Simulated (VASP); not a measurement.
# ZnPt (P4/mmm) in VASP: notebook, part 2 of 2

VASP 6.6.1.

## 4. Single point, LDA

Contents of INCAR:

```
PREC = Accurate
ENCUT = 520
EDIFF = 1E-6
ISMEAR = -1
SIGMA = 0.1
LREAL = F
LASPH = T
NELM = 60
ALGO = Normal
ISIF = 2
LWAVE = F
LCHARG = T
LELF = T
LVHAR = T
NBANDS = 18
```

Contents of KPOINTS:

```
Automatic mesh
0
Gamma
  7 7 6
```

Contents of POSCAR:

```
ZnPt
1.0
    2.8640000000      0.0000000000      0.0000000000
    0.0000000000      2.8640000000      0.0000000000
    0.0000000000      0.0000000000      3.5100000000
Zn Pt
1 1
Direct
    0.5000000000      0.5000000000      0.5000000000
    0.0000000000      0.0000000000      0.0000000000
```

Potentials or basis: VASP PAW LDA potentials, release 64 (Zn, Pt).

The run is started by

```
$ cat potpaw_LDA.64/Zn/POTCAR potpaw_LDA.64/Pt/POTCAR > POTCAR
$ mpirun -np 1 vasp_std > vasp.out
```

OUTCAR:

```text
PREC = Accurate
   ENCUT = 520
   EDIFF = 1E-6
   ISMEAR = -1
   LREAL = F
   LASPH = T
   NELM = 60
   ISIF = 2

 ion  position               nearest neighbor table
   1  0.500  0.500  0.500-   2 2.68   2 2.68   2 2.68   2 2.68   2 2.68   2 2.68   2 2.68   2 2.68

   2  0.000  0.000  0.000-   1 2.68   1 2.68   1 2.68   1 2.68   1 2.68   1 2.68   1 2.68   1 2.68

  LATTYP: Found a simple tetragonal cell.
 ALAT       =     2.8640000000
 C/A-ratio  =     1.2255586592

  Lattice vectors:

 A1 = (   2.8640000000,   0.0000000000,   0.0000000000)
 A2 = (   0.0000000000,   2.8640000000,   0.0000000000)
 A3 = (   0.0000000000,   0.0000000000,   3.5100000000)

Analysis of symmetry for initial positions (statically):
=====================================================================
 Subroutine PRICEL returns:
 Original cell was already a primitive cell.

 Routine SETGRP: Setting up the symmetry group for a
 simple tetragonal supercell.

 Subroutine GETGRP returns: Found 16 space group operations
 (whereof 16 operations were pure point group operations)
 out of a pool of 16 trial point group operations.

The static configuration has the point symmetry D_4h.

Analysis of symmetry for dynamics (positions and initial velocities):
=====================================================================
 Subroutine PRICEL returns:
 Original cell was already a primitive cell.

 Routine SETGRP: Setting up the symmetry group for a
 simple tetragonal supercell.

 Subroutine GETGRP returns: Found 16 space group operations
 (whereof 16 operations were pure point group operations)
 out of a pool of 16 trial point group operations.

The dynamic configuration has the point symmetry D_4h.

[... 104 lines left out ...]
   ISIF   =      2    stress and relaxation
   ISYM   =      2    0-nonsym 1-usesym 2-fastsym
   POTIM  = 0.5000    time-step for ionic-motion
   TEBEG  =    0.0;   TEEND  =   0.0 temperature during run
   PSTRESS=    0.0 pullay stress
   NELECT =      22.0000    total number of electrons
   NUPDOWN=      -1.0000    fix difference up-down
   EMIN   =  10.00;   EMAX   =-10.00  energy-range for DOS
   EFERMI =   0.00;   METHOD = LEGACY
   ISMEAR =    -1;   SIGMA  =   0.10  broadening in eV -4-tet -1-fermi 0-gaus
   EFERMI_NEDOS =   21; number of points for ismear=-14 and -15
   IALGO  =     38    algorithm
   IMIX   =      4    mixing-type and parameters
     AMIX     =   0.40;   BMIX     =  1.00
     AMIX_MAG =   1.60;   BMIX_MAG =  1.00
  volume/ion in A,a.u.               =      14.40        97.14
  Fermi-wavevector in a.u.,A,eV,Ry     =   1.496688  2.828331 30.478080  2.240076
  Thomas-Fermi vector in A             =   2.608673
   LORBIT       =      0    0 simple, 1 ext, 2 COOP (PROOUT), +10 PAW based schemes
   GGA     = CA    functional components
   LHFCALC =     F    Hartree Fock is set to
   AEXX    =    0.0000 exact exchange contribution
   IVDW    =     0    specifies the selected vdW correction
   LEPSILON=     F    determine dielectric tensor
   LRPA    =     F    only Hartree local field effects (RPA)
 non-spin polarized calculation
  energy-cutoff  :      520.00
  volume of cell :       28.79
 maximum number of plane-waves:       789
 NGX is ok and might be reduce to    24
   NGX = 11   NGY = 11   NGZ = 13

 number of electron      22.0000007 magnetization

 Free energy of the ion-electron system (eV)
  ---------------------------------------------------
  ext. energy  EPLUGINS =         0.00000000
  ---------------------------------------------------
  free energy    TOTEN  =       -10.48151074 eV

  energy without entropy =      -10.46397150  energy(sigma->0) =      -10.47274112

 E-fermi :   7.2322     XC(G=0): -13.1005

 val. band max:        7.2286989981   @ k =   0.4286   0.1429   0.5000
 cond. band min:       7.2360350108   @ k =   0.4286   0.4286   0.1667
 fundamental gap:      0.0073360127
 Fermi energy:         7.2321662313

 k-point     1 :       0.0000    0.0000    0.0000
  band No.  band energies     occupation
      1      -3.1691      2.00000
      2      -0.5692      2.00000
      3      -0.5298      2.00000
      4       0.2001      2.00000
      5       0.2001      2.00000
      6       0.4248      2.00000
[... 481 lines left out ...]
      5       0.3074      2.00000
      6       1.5506      2.00000
[... 10 lines left out ...]
     17      23.2459      0.00000
     18      24.3118      0.00000

 [... further k-points ...]
[... 5 lines left out ...]
  --------------------------------------------------------------------------------------
  -------------------------------------------------------------------------------------
  Total       -1.7305604     -1.7305604     -1.8630820      0.0000000      0.0000000      0.0000000
  in kB      -96.3039742    -96.3039742   -103.6786688      0.0000000      0.0000000      0.0000000
  external PRESSURE =     -98.7622057 kB  Pullay stress =       0.0000000 kB

 VOLUME and BASIS-vectors are now :
 -----------------------------------------------------------------------------
  energy-cutoff  :      520.00
  volume of cell :       28.79
      direct lattice vectors                 reciprocal lattice vectors
     2.864000000  0.000000000  0.000000000     0.349162011  0.000000000  0.000000000
     0.000000000  2.864000000  0.000000000     0.000000000  0.349162011  0.000000000
     0.000000000  0.000000000  3.510000000     0.000000000  0.000000000  0.284900285

 POSITION                                       TOTAL-FORCE (eV/Angst)
 -----------------------------------------------------------------------------------
      1.43200      1.43200      1.75500         0.000000      0.000000      0.000000
      0.00000      0.00000      0.00000         0.000000      0.000000      0.000000
 -----------------------------------------------------------------------------------
    total drift:                                0.000000      0.000000     -0.000000

  FREE ENERGIE OF THE ION-ELECTRON SYSTEM (eV)
  ---------------------------------------------------
  free  energy   TOTEN  =       -10.4815107404 eV

  energy  without entropy=      -10.4639714979  energy(sigma->0) =      -10.47274112
```

OSZICAR:

```text
N       E                     dE             d eps       ncg     rms          rms(c)
DAV:   1     0.120495000523E+03    0.12050E+03   -0.11086E+04  1496   0.167E+03
DAV:   2    -0.493237892015E+01   -0.12543E+03   -0.11854E+03  1476   0.304E+02
DAV:   3    -0.108652110361E+02   -0.59328E+01   -0.58623E+01  1624   0.691E+01
DAV:   4    -0.109230542715E+02   -0.57843E-01   -0.57818E-01  1602   0.591E+00
DAV:   5    -0.109236998230E+02   -0.64555E-03   -0.64553E-03  1582   0.686E-01    0.100E+01
DAV:   6    -0.105364641224E+02    0.38724E+00   -0.96029E-01  1640   0.178E+01    0.531E+00
DAV:   7    -0.104920588599E+02    0.44405E-01   -0.45939E-02  1956   0.301E+00    0.236E+00
DAV:   8    -0.104817265309E+02    0.10332E-01   -0.13217E-02  1590   0.119E+00    0.204E-01
DAV:   9    -0.104815524413E+02    0.17409E-03   -0.50235E-04  1800   0.568E-01    0.895E-02
DAV:  10    -0.104815106018E+02    0.41840E-04   -0.14422E-04  1506   0.933E-02    0.181E-02
DAV:  11    -0.104815107404E+02   -0.13859E-06   -0.81595E-06  1650   0.345E-02
   1 F= -.10481511E+02 E0= -.10472741E+02  d E =-.175392E-01
```

stdout:

```text
POSCAR found type information on POSCAR ZnPt
 POSCAR found :  2 types and       2 ions
 scaLAPACK will be used
 LDA part: xc-table for (Slater(with rela. corr.)+CA(PZ))
 , standard interpolation
 POSCAR, INCAR and KPOINTS ok, starting setup
 FFT: planning ... GRIDC
 FFT: planning ... GRID_SOFT
 FFT: planning ... GRID
 WAVECAR not read
 entering main loop
```

It took 29 s on 1 thread of AMD EPYC 7R13, shared host; peak memory 0.12 GiB.

Results:

* Free energy: -10.4815 eV
* Pressure: -9.9 GPa
* Band gap on the k mesh: zero (band 11 reaches 9.98 eV, above the bottom of band 12 at 5.74 eV)

Stress tensor (GPa, compression positive):
```
 -9.63   0.00   0.00
  0.00  -9.63   0.00
  0.00   0.00 -10.37
```

Caveat: spin-orbit coupling is left out, which moves the levels of the heavy elements.

## 5. Overview

```csv
k mesh,gap on the mesh (eV),pressure (GPa)
5 × 5 × 4,none,-9.6
6 × 6 × 5,none,-10.0
7 × 7 × 6,none,-9.9
```

Alike in all rows: task single point; level LDA; potentials or basis VASP PAW LDA potentials, release 64 (Zn, Pt); no spin polarisation; cell as given; cutoff (eV) 520; smearing fermi-dirac 0.1 eV.

Caveats: some runs use coarse meshes; spin-orbit coupling is left out, which moves the levels of the heavy elements.

Absolute energies hang on the potentials; compare differences alone.
